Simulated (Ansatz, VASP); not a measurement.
## Two plane-wave programs on In

```
In
1.0
    -1.66041    1.66041    2.25087
     1.66041   -1.66041    2.25087
     1.66041    1.66041   -2.25087
In
1
Direct
  0.00000 0.00000 0.00000
```

Change from the starting cell: volume scaled by 0.9405, PAW files.

Alike in both runs: task electric field gradients; functional PBE; k mesh 17 × 17 × 17; occupations fermi-dirac, width 0.03 eV; no spin polarisation.

|  | VASP | Ansatz |
| --- | --- | --- |
| version | VASP 6.6.1 | Ansatz 0.2.0 |
| potentials or method | VASP PAW PBE potentials, release 64 (In_d) | PAW with Ansatz's default frozen-core files, scalar-relativistic |
| plane-wave cutoff (eV) | 520 | 420 |
| valence electrons in the cell | 13 | 13 |

|  | VASP | Ansatz | Ansatz less VASP |
| --- | --- | --- | --- |
| pressure (GPa) | 4.7 | 4.7 | +0.04 |
| traceless stress, the component that is largest in VASP (GPa) | -0.40 | -0.41 | -0.001 |
| size of Vzz on the site where it differs most (V/Å²) | 6.2 | 6.2 | +0.02 |
